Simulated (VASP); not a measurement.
# LiPb in VASP: single point with PBEsol

Aim: the single point of LiPb with PBEsol.

All numbers are computed with VASP 6.6.1; they aren't measurements. Logs are shortened: lines on timing, memory, paths and dates and some standing lists are left out, and cuts for length are marked.

**1. The cell of the first run**

The cell holds a slab with vacuum, 10 atoms: a = 3.515 Å, b = 4.971 Å, c = 24.942 Å, α = 90.00°, β = 90.00°, γ = 90.00°.

**2. Single point, PBEsol**

The input, INCAR:

```
SYSTEM = LiPb
PREC = Accurate
ENCUT = 520
EDIFF = 1E-7
ISMEAR = 0
SIGMA = 0.1
LREAL = .FALSE.
LASPH = .TRUE.
NELM = 60
ALGO = Normal
ISIF = 2
LWAVE = .FALSE.
LCHARG = .FALSE.
LDIPOL = .TRUE.
IDIPOL = 3
DIPOL = 0.5 0.5 0.500
GGA = PS
NBANDS = 54
```

The input, KPOINTS:

```
regular mesh
0
G
  10 7 1
  0 0 0
```

The input, POSCAR:

```
LiPb
1.0
    3.5150948858      0.0000000000      0.0000000000
    0.0000000000      4.9710948605      0.0000000000
    0.0000000000      0.0000000000     24.9421897210
Li Pb
5 5
Direct
    0.5000000000      0.0000000000      0.2990633596
    0.5000000000      0.5000000000      0.4024911731
    0.5000000000      0.0000000000      0.4999999971
    0.5000000000      0.5000000000      0.5975088327
    0.5000000000      0.0000000000      0.7009366382
    0.0000000000      0.5000000000      0.3022871655
    0.0000000000      0.0000000000      0.3977171980
    0.0000000000      0.5000000000      0.5000000019
    0.0000000000      0.0000000000      0.6022827985
    0.0000000000      0.5000000000      0.6977128355
```

Potentials or basis: VASP PAW PBE potentials, release 64 (Li_sv, Pb_d).

Launch:

```sh
$ cat potpaw_PBE.64/Li_sv/POTCAR potpaw_PBE.64/Pb_d/POTCAR > POTCAR
$ mpirun -np 1 vasp_std > vasp.out
```

OUTCAR:

```text
SYSTEM = LiPb
   PREC = Accurate
   ENCUT = 520
   EDIFF = 1E-7
   ISMEAR = 0
   LREAL = .FALSE.
   LASPH = .TRUE.
   NELM = 60
   ISIF = 2
   GGA = PS

 ion  position               nearest neighbor table
   1  0.500  0.000  0.299-   7 3.02   7 3.02   6 3.05   6 3.05   6 3.05   6 3.05
   2  0.500  0.500  0.402-   8 3.00   8 3.00   7 3.05   7 3.05   7 3.05   7 3.05   6 3.06   6 3.06

   3  0.500  0.000  0.500-   8 3.04   8 3.04   8 3.04   8 3.04   7 3.10   7 3.10   9 3.10   9 3.10

   4  0.500  0.500  0.598-   8 3.00   8 3.00   9 3.05   9 3.05   9 3.05   9 3.05  10 3.06  10 3.06

   5  0.500  0.000  0.701-   9 3.02   9 3.02  10 3.05  10 3.05  10 3.05  10 3.05
   6  0.000  0.500  0.302-   1 3.05   1 3.05   1 3.05   1 3.05   2 3.06   2 3.06   7 3.44   7 3.44

   7  0.000  0.000  0.398-   1 3.02   1 3.02   2 3.05   2 3.05   2 3.05   2 3.05   3 3.10   3 3.10
                             6 3.44   6 3.44   8 3.56   8 3.56
   8  0.000  0.500  0.500-   2 3.00   2 3.00   4 3.00   4 3.00   3 3.04   3 3.04   3 3.04   3 3.04
                             9 3.56   9 3.56   7 3.56   7 3.56
   9  0.000  0.000  0.602-   5 3.02   5 3.02   4 3.05   4 3.05   4 3.05   4 3.05   3 3.10   3 3.10
                            10 3.44  10 3.44   8 3.56   8 3.56
  10  0.000  0.500  0.698-   5 3.05   5 3.05   5 3.05   5 3.05   4 3.06   4 3.06   9 3.44   9 3.44

  LATTYP: Found a simple orthorhombic cell.
 ALAT       =     3.5150948858
 B/A-ratio  =     1.4142135624
 C/A-ratio  =     7.0957372507

  Lattice vectors:

 A1 = (   3.5150948858,   0.0000000000,   0.0000000000)
 A2 = (   0.0000000000,   4.9710948605,   0.0000000000)
 A3 = (   0.0000000000,   0.0000000000,  24.9421897210)

Analysis of symmetry for initial positions (statically):
=====================================================================
 Subroutine PRICEL returns:
 Original cell was already a primitive cell.

 Routine SETGRP: Setting up the symmetry group for a
 simple orthorhombic supercell.

 Subroutine GETGRP returns: Found  8 space group operations
 (whereof  8 operations were pure point group operations)
 out of a pool of  8 trial point group operations.

The static configuration has the point symmetry D_2h.

Analysis of symmetry for dynamics (positions and initial velocities):
=====================================================================
 Subroutine PRICEL returns:
 Original cell was already a primitive cell.

 Routine SETGRP: Setting up the symmetry group for a
 simple orthorhombic supercell.

 Subroutine GETGRP returns: Found  8 space group operations
 (whereof  8 operations were pure point group operations)
 out of a pool of  8 trial point group operations.

The dynamic configuration has the point symmetry D_2h.

 Subroutine INISYM returns: Found  8 space group operations
 (whereof  8 operations are pure point group operations),
 and found     1 'primitive' translations

----------------------------------------------------------------------------------------

                                     Primitive cell

  volume of cell :     435.8366

  direct lattice vectors                    reciprocal lattice vectors
     3.515094886  0.000000000  0.000000000     0.284487342  0.000000000  0.000000000
     0.000000000  4.971094861  0.000000000     0.000000000  0.201162929  0.000000000
     0.000000000  0.000000000 24.942189721     0.000000000  0.000000000  0.040092711

  length of vectors
     3.515094886  4.971094861 24.942189721     0.284487342  0.201162929  0.040092711

  position of ions in fractional coordinates (direct lattice)
     0.500000000  0.000000000  0.299063360
     0.500000000  0.500000000  0.402491173
     0.500000000  0.000000000  0.499999997
     0.500000000  0.500000000  0.597508833
     0.500000000  0.000000000  0.700936638
     0.000000000  0.500000000  0.302287165
     0.000000000  0.000000000  0.397717198
     0.000000000  0.500000000  0.500000002
     0.000000000  0.000000000  0.602282798
     0.000000000  0.500000000  0.697712835

  ion indices of the primitive-cell ions
   primitive index   ion index
                 1           1
                 2           2
                 3           3
                 4           4
                 5           5
                 6           6
                 7           7
                 8           8
                 9           9
                10          10

----------------------------------------------------------------------------------------

 KPOINTS: regular mesh

Automatic generation of k-mesh.
 Grid dimensions read from file:
 generate k-points for:   10    7    1

 Generating k-lattice:

  Cartesian coordinates                     Fractional coordinates (reciprocal lattice)
     0.028448734  0.000000000  0.000000000     0.100000000  0.000000000  0.000000000
     0.000000000  0.028737561  0.000000000     0.000000000  0.142857143  0.000000000
     0.000000000  0.000000000  0.040092711     0.000000000  0.000000000  1.000000000

  Length of vectors
     0.028448734  0.028737561  0.040092711

  Shift w.r.t. Gamma in fractional coordinates (k-lattice)
     0.000000000  0.000000000  0.000000000

 Subroutine IBZKPT returns following result:
 ===========================================

 Found     24 irreducible k-points:

 Following reciprocal coordinates:
            Coordinates               Weight
  0.000000  0.000000  0.000000      1.000000
  0.100000  0.000000  0.000000      2.000000
  0.200000  0.000000  0.000000      2.000000
  0.300000  0.000000  0.000000      2.000000
  0.400000  0.000000  0.000000      2.000000
  0.500000  0.000000  0.000000      1.000000
[... 16 lines left out ...]
  0.400000  0.428571  0.000000      4.000000
  0.500000  0.428571  0.000000      2.000000
   k-points           NKPTS =     24   k-points in BZ     NKDIM =     24   number of bands    NBANDS=     54
   number of dos      NEDOS =    301   number of ions     NIONS =     10
   total plane-waves  NPLWV = 215040
   dimension x,y,z NGX =    28 NGY =   40 NGZ =  192
   dimension x,y,z NGXF=    56 NGYF=   80 NGZF=  384
   ions per type =               5   5
   NGX,Y,Z   is equivalent  to a cutoff of  13.24, 13.38, 12.80 a.u.
   NGXF,Y,Z  is equivalent  to a cutoff of  26.49, 26.75, 25.59 a.u.
 SYSTEM =  LiPb
   PREC   = accura    normal or accurate (medium, high low for compatibility)
   ISTART =      0    job   : 0-new  1-cont  2-samecut
   ICHARG =      2    charge: 1-file 2-atom 10-const
   ISPIN  =      1    spin polarized calculation?
   LNONCOLLINEAR =      F non collinear calculations
   LSORBIT =      F    spin-orbit coupling
   LASPH  =      T    aspherical Exc in radial PAW
   ENCUT  =  520.0 eV  38.22 Ry    6.18 a.u.   6.54  9.24 46.38*2*pi/ulx,y,z
   NELM   =     60;   NELMIN=  2; NELMDL= -5     # of ELM steps
   EDIFF  = 0.1E-06   stopping-criterion for ELM
   LREAL  =      F    real-space projection
   EDIFFG = 0.1E-05   stopping-criterion for IOM
   NSW    =      0    number of steps for IOM
   IBRION =     -1    ionic relax: 0-MD 1-quasi-New 2-CG
   NFREE  =      0    steps in history (QN), initial steepest desc. (CG)
   ISIF   =      2    stress and relaxation
   ISYM   =      2    0-nonsym 1-usesym 2-fastsym
   POTIM  = 0.5000    time-step for ionic-motion
   TEBEG  =    0.0;   TEEND  =   0.0 temperature during run
   PSTRESS=    0.0 pullay stress
   NELECT =      85.0000    total number of electrons
   NUPDOWN=      -1.0000    fix difference up-down
   EMIN   =  10.00;   EMAX   =-10.00  energy-range for DOS
   EFERMI =   0.00;   METHOD = LEGACY
   ISMEAR =     0;   SIGMA  =   0.10  broadening in eV -4-tet -1-fermi 0-gaus
   EFERMI_NEDOS =   21; number of points for ismear=-14 and -15
   IALGO  =     38    algorithm
   IMIX   =      4    mixing-type and parameters
     AMIX     =   0.40;   BMIX     =  1.00
     AMIX_MAG =   1.60;   BMIX_MAG =  1.00
  volume/ion in A,a.u.               =      43.58       294.12
  Fermi-wavevector in a.u.,A,eV,Ry     =   0.949380  1.794067 12.263226  0.901322
  Thomas-Fermi vector in A             =   2.077657
   LORBIT       =      0    0 simple, 1 ext, 2 COOP (PROOUT), +10 PAW based schemes
   GGA     = PS    functional components
   LHFCALC =     F    Hartree Fock is set to
   AEXX    =    0.0000 exact exchange contribution
   IVDW    =     0    specifies the selected vdW correction
   LEPSILON=     F    determine dielectric tensor
   LRPA    =     F    only Hartree local field effects (RPA)
 non-spin polarized calculation
 Gauss-broadening in eV      SIGMA  =   0.10
  energy-cutoff  :      520.00
  volume of cell :      435.84
 maximum number of plane-waves:     11787
 NGX is ok and might be reduce to    28
   NGX = 13   NGY = 19   NGZ = 93

 number of electron      85.0000032 magnetization

 dipolmoment           0.000000      0.000000      0.000000 electrons x Angstroem

 Free energy of the ion-electron system (eV)
  ---------------------------------------------------
  ext. energy  EPLUGINS =         0.00000000
  ---------------------------------------------------
  free energy    TOTEN  =       -31.66399297 eV

  energy without entropy =      -31.64470624  energy(sigma->0) =      -31.65434960

 E-fermi :   0.9500     XC(G=0):  -5.4374

 val. band max:        0.9472505466   @ k =   0.4000   0.4286   0.0000
 cond. band min:       0.9817693220   @ k =   0.2000   0.0000   0.0000
 fundamental gap:      0.0345187754
 Fermi energy:         0.9500165789

 k-point     1 :       0.0000    0.0000    0.0000
  band No.  band energies     occupation
      1     -45.3564      2.00000
      2     -45.3564      2.00000
      3     -45.0434      2.00000
      4     -44.9576      2.00000
      5     -44.9576      2.00000
      6     -15.9074      2.00000
[... 46 lines left out ...]
     53       5.0881      0.00000
     54       5.6626      0.00000
[... 1309 lines left out ...]
     53       4.9170      0.00000
     54       5.0797      0.00000

------------------------ aborting loop because EDIFF is reached ----------------------------------------

 vacuum level on the upper side and lower side of the slab       (xc-potential included)        -0.103        -0.103

  FORCE on cell =-STRESS in cart. coord.  units (eV):
  Direction    XX          YY          ZZ          XY          YZ          ZX
  --------------------------------------------------------------------------------------
  -------------------------------------------------------------------------------------
  Total       -2.6274782     -2.6255540     -0.0639684     -0.0000000      0.0000000      0.0000000
  in kB       -9.6588634     -9.6517898     -0.2351540     -0.0000000      0.0000000      0.0000000
  external PRESSURE =      -6.5152691 kB  Pullay stress =       0.0000000 kB

 VOLUME and BASIS-vectors are now :
 -----------------------------------------------------------------------------
  energy-cutoff  :      520.00
  volume of cell :      435.84
      direct lattice vectors                 reciprocal lattice vectors
     3.515094886  0.000000000  0.000000000     0.284487342  0.000000000  0.000000000
     0.000000000  4.971094861  0.000000000     0.000000000  0.201162929  0.000000000
     0.000000000  0.000000000 24.942189721     0.000000000  0.000000000  0.040092711

 POSITION                                       TOTAL-FORCE (eV/Angst)
 -----------------------------------------------------------------------------------
      1.75755      0.00000      7.45930         0.000000      0.000000     -0.011983
      1.75755      2.48555     10.03901         0.000000     -0.000000     -0.000538
      1.75755      0.00000     12.47109         0.000000      0.000000      0.000000
      1.75755      2.48555     14.90318         0.000000      0.000000      0.000538
      1.75755      0.00000     17.48289         0.000000      0.000000      0.011983
      0.00000      2.48555      7.53970        -0.000000      0.000000      0.001010
      0.00000      0.00000      9.91994         0.000000      0.000000      0.001963
      0.00000      2.48555     12.47109         0.000000      0.000000      0.000000
      0.00000      0.00000     15.02225         0.000000      0.000000     -0.001963
      0.00000      2.48555     17.40249         0.000000      0.000000     -0.001010
 -----------------------------------------------------------------------------------
    total drift:                               -0.000000     -0.000000      0.000013

  FREE ENERGIE OF THE ION-ELECTRON SYSTEM (eV)
  ---------------------------------------------------
  free  energy   TOTEN  =       -31.6639929685 eV

  energy  without entropy=      -31.6447062374  energy(sigma->0) =      -31.65434960

 vacuum level on the upper side and lower side of the slab         4.603         4.603
```

It took 18 min on 1 thread of Intel Xeon 8259CL, shared host; peak memory 0.76 GiB.

What came out:

```yaml
Free_energy: -31.6640 eV
Largest_force: 0.012 eV/Å
Band_gap_on_the_k_mesh: zero (an odd number of electrons rules out a gap without spin polarisation)
```

Forces on the atoms (eV/Å):
```
Li   0.000  0.000 -0.012
Li   0.000  0.000 -0.001
Li   0.000  0.000  0.000
Li   0.000  0.000  0.001
Li   0.000  0.000  0.012
Pb   0.000  0.000  0.001
Pb   0.000  0.000  0.002
Pb   0.000  0.000  0.000
Pb   0.000  0.000 -0.002
Pb   0.000  0.000 -0.001
```

Caveat: the cutoff is under 1.25 times the usual one of these potentials, so pressure, stress and relaxed cells hold a basis-set (Pulay) error; the PAW data sets were made with another functional, which shifts forces and pressure a little; spin-orbit coupling is left out, which moves the levels of the heavy elements.

The gap in the log of VASP goes by the Fermi energy; the results here count the filled bands.